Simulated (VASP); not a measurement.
# Hf (P6_3/mmc) in VASP: notebook, part 2 of 2

VASP 6.6.1. The steps go on from the part before.

## 4. Relaxation of shape and atoms at fixed volume, PBE (24.79 Å³/atom)

This run uses another cell than the first one, of 24.79 Å³/atom.

INCAR reads:

```
SYSTEM = Hf
PREC = Accurate ; ENCUT = 600
EDIFF = 1E-7 ; ISMEAR = 0
SIGMA = 0.1 ; LREAL = .False.
LASPH = .True. ; NELM = 100
ALGO = Fast ; ISIF = 4
LWAVE = .False. ; LCHARG = .False.
GGA = PE ; IBRION = 2
NSW = 50 ; EDIFFG = -0.01
```

KPOINTS reads:

```
Automatic mesh
0
Gamma
  15 15 8
  0 0 0
```

POSCAR reads:

```
Hf
1.0
    3.3082689457      0.0000000000      0.0000000000
   -1.6541344728      2.8650449496      0.0000000000
    0.0000000000      0.0000000000      5.2312787815
Hf
2
Direct
    0.3333333333      0.6666666667      0.2500000000
    0.6666666667      0.3333333333      0.7500000000
```

Potentials or basis: VASP PAW PBE potentials, release 64 (Hf_pv).

Run with:

```bash
$ cat potpaw_PBE.64/Hf_pv/POTCAR > POTCAR
$ mpirun -np 1 vasp_std > vasp.out
```

OUTCAR:

```text
SYSTEM = Hf
   PREC = Accurate
   ENCUT = 600
   EDIFF = 1E-7
   ISMEAR = 0
   LREAL = .False.
   LASPH = .True.
   NELM = 100
   ISIF = 4
   GGA = PE
   IBRION = 2
   NSW = 50
   EDIFFG = -0.01

 ion  position               nearest neighbor table
   1  0.333  0.667  0.250-   2 3.24   2 3.24   2 3.24   2 3.24   2 3.24   2 3.24
   2  0.667  0.333  0.750-   1 3.24   1 3.24   1 3.24   1 3.24   1 3.24   1 3.24
[... 652 lines left out ...]

------------------------ aborting loop because EDIFF is reached ----------------------------------------

  FORCE on cell =-STRESS in cart. coord.  units (eV):
  Direction    XX          YY          ZZ          XY          YZ          ZX
  --------------------------------------------------------------------------------------
  -------------------------------------------------------------------------------------
  Total       -2.8039311     -2.8039311     -2.8209550     -0.0000000      0.0000000      0.0000000
  in kB      -90.6020058    -90.6020058    -91.1520895     -0.0000000      0.0000000      0.0000000
  external PRESSURE =     -90.7853670 kB  Pullay stress =       0.0000000 kB

 VOLUME and BASIS-vectors are now :
 -----------------------------------------------------------------------------
  energy-cutoff  :      600.00
  volume of cell :       49.58
      direct lattice vectors                 reciprocal lattice vectors
     3.310045886 -0.000000000  0.000000000     0.302110616  0.174423645 -0.000000000
    -1.655022943  2.866583825  0.000000000     0.000000000  0.348847290 -0.000000000
     0.000000000  0.000000000  5.225663649    -0.000000000 -0.000000000  0.191363254

 POSITION                                       TOTAL-FORCE (eV/Angst)
 -----------------------------------------------------------------------------------
     -0.00000      1.91106      1.30642         0.000000      0.000000      0.000000
      1.65502      0.95553      3.91925        -0.000000     -0.000000      0.000000
 -----------------------------------------------------------------------------------
    total drift:                               -0.000000      0.000000     -0.000000

  FREE ENERGIE OF THE ION-ELECTRON SYSTEM (eV)
  ---------------------------------------------------
  free  energy   TOTEN  =       -19.7116954202 eV

  energy  without entropy=      -19.7035330216  energy(sigma->0) =      -19.70761422

 reached required accuracy - stopping structural energy minimisation
```

Run time: 4 min. Hardware: 1 thread of Intel Xeon 8259CL, shared host; peak memory 0.26 GiB.

Results:

```
Free energy               : -19.7117 eV
Energy gained by relaxing : 0.0 meV/atom
Ionic steps               : 2
Pressure after relaxing   : -9.1 GPa
Band gap on the k mesh    : zero (bands 10 and 11 overlap by 1.52 eV)
```

Final structure:
```yaml
crystal:
  lattice:
    - [3.31005, 0.00000, 0.00000]
    - [-1.65502, 2.86658, 0.00000]
    - [0.00000, 0.00000, 5.22566]
  atoms:
    - { symbol: Hf, position: [0.33333, 0.66667, 0.25000] }
    - { symbol: Hf, position: [0.66667, 0.33333, 0.75000] }
```

Levels at points of the mesh, in eV from the Fermi level:
```csv
k point,band 8,band 9,band 10,band 11,band 12,band 13
"(0.00, 0.00, 0.00)",-3.42,0.33,1.12,1.12,1.38,1.83
"(0.00, 0.00, 0.50)",-5.23,0.16,0.16,1.01,1.01,1.01
```

Caveat: spin-orbit coupling is left out, which moves the levels of the heavy elements.

## 5. Single point, PBE (strained)

INCAR reads:

```
ALGO = Fast
EDIFF = 1E-7
ENCUT = 520
GGA = PE
ISIF = 2
ISMEAR = 0
LASPH = True
LCHARG = True
LELF = True
LREAL = False
LVHAR = True
LWAVE = False
NBANDS = 17
NELM = 80
PREC = Accurate
SIGMA = 0.1
```

KPOINTS reads:

```
k-points
0
Gamma
  15 15 8
```

POSCAR reads:

```
Hf
1.0
    3.0892255198      0.0000000000      0.0000000000
   -1.5446127599      2.6753477782      0.0000000000
    0.0000000000      0.0000000000      4.9636237640
Hf
2
Direct
    0.3333333333      0.6666666667      0.2500000000
    0.6666666667      0.3333333333      0.7500000000
```

Potentials or basis: VASP PAW PBE potentials, release 64 (Hf_pv).

Run with:

```bash
$ cat potpaw_PBE.64/Hf_pv/POTCAR > POTCAR
$ mpirun -np 1 vasp_std > vasp.out
```

OUTCAR:

```text
EDIFF = 1E-7
   ENCUT = 520
   GGA = PE
   ISIF = 2
   ISMEAR = 0
   LASPH = True
   LREAL = False
   NELM = 80
   PREC = Accurate

 ion  position               nearest neighbor table
   1  0.333  0.667  0.250-   2 3.06   2 3.06   2 3.06   2 3.06   2 3.06   2 3.06
   2  0.667  0.333  0.750-   1 3.06   1 3.06   1 3.06   1 3.06   1 3.06   1 3.06

  LATTYP: Found a hexagonal cell.
 ALAT       =     3.0892255198
 C/A-ratio  =     1.6067534507

  Lattice vectors:

[... 670 lines left out ...]

------------------------ aborting loop because EDIFF is reached ----------------------------------------

  FORCE on cell =-STRESS in cart. coord.  units (eV):
  Direction    XX          YY          ZZ          XY          YZ          ZX
  --------------------------------------------------------------------------------------
  -------------------------------------------------------------------------------------
  Total        3.0859125      3.0859125      2.5469122      0.0000000      0.0000000      0.0000000
  in kB      120.5217646    120.5217646     99.4708510      0.0000000      0.0000000      0.0000000
  external PRESSURE =     113.5047934 kB  Pullay stress =       0.0000000 kB

 VOLUME and BASIS-vectors are now :
 -----------------------------------------------------------------------------
  energy-cutoff  :      520.00
  volume of cell :       41.02
      direct lattice vectors                 reciprocal lattice vectors
     3.089225520  0.000000000  0.000000000     0.323705729  0.186891590  0.000000000
    -1.544612760  2.675347778  0.000000000     0.000000000  0.373783180  0.000000000
     0.000000000  0.000000000  4.963623764     0.000000000  0.000000000  0.201465713

 POSITION                                       TOTAL-FORCE (eV/Angst)
 -----------------------------------------------------------------------------------
     -0.00000      1.78357      1.24091        -0.000000      0.000000      0.000000
      1.54461      0.89178      3.72272         0.000000     -0.000000      0.000000
 -----------------------------------------------------------------------------------
    total drift:                               -0.000000      0.000000     -0.000000

  FREE ENERGIE OF THE ION-ELECTRON SYSTEM (eV)
  ---------------------------------------------------
  free  energy   TOTEN  =       -19.7220032724 eV

  energy  without entropy=      -19.7143025102  energy(sigma->0) =      -19.71815289
```

stdout:

```text
POSCAR found type information on POSCAR Hf
 POSCAR found :  1 types and       2 ions
 scaLAPACK will be used
 LDA part: xc-table for (Slater+PW92), standard interpolation
 POSCAR, INCAR and KPOINTS ok, starting setup
 FFT: planning ... GRIDC
 FFT: planning ... GRID_SOFT
 FFT: planning ... GRID
 WAVECAR not read
 entering main loop
```

It took 34 s on 1 thread of Intel Xeon 6975P-C (Granite Rapids), shared host; peak memory 0.21 GiB.

What came out:

| Property | Result |
| --- | --- |
| Free energy | -19.7220 eV |
| Pressure | 11.4 GPa |
| Band gap on the k mesh | zero (bands 10 and 11 overlap by 1.67 eV) |

Stress tensor (GPa, compression positive):
```
12.05  0.00  0.00
 0.00 12.05  0.00
 0.00  0.00  9.95
```

Levels at points of the mesh, in eV from the Fermi level:
```
           k point  band 6  band 7  band 8  band 9  band 10  band 11  band 12  band 13  band 14  band 15
(0.00, 0.00, 0.00)  -29.88   -7.67   -4.02    0.84     1.23     1.23     1.34     2.11     2.11     2.96
(0.00, 0.00, 0.50)  -29.96   -5.58   -5.58    0.04     0.04     1.14     1.14     1.14     1.14     5.25
```

Caveat: the cell differs from its parent crystal (strained); the cell stands under pressure; spin-orbit coupling is left out, which moves the levels of the heavy elements.

## 6. The runs side by side

```csv
task,cell,cutoff (eV),gap on the mesh (eV),pressure (GPa)
single point,"a = 3.268, b = 3.268, c = 5.167 Å, angles 90.0, 90.0, 120.0°, 2 atoms",520,none,-6.1
single point,"a = 3.308, b = 3.308, c = 5.231 Å, angles 90.0, 90.0, 120.0°, 2 atoms",520,none,-9.1
relaxation of shape and atoms at fixed volume,"relaxed from a = 3.308, b = 3.308, c = 5.231 Å, angles 90.0, 90.0, 120.0°, 2 atoms",600,none,-9.1
single point,"a = 3.089, b = 3.089, c = 4.964 Å, angles 90.0, 90.0, 120.0°, 2 atoms",520,none,11.4
```

Alike in all rows: level PBE; potentials or basis VASP PAW PBE potentials, release 64 (Hf_pv); no spin polarisation; k mesh 15 × 15 × 8; smearing gaussian 0.1 eV.

Caveats: spin-orbit coupling is left out, which moves the levels of the heavy elements; the cell stands under tension (at least some runs); the cell stands under pressure (at least some runs).

Total energies depend on the potentials used, so only differences within one code and one set of settings carry meaning.
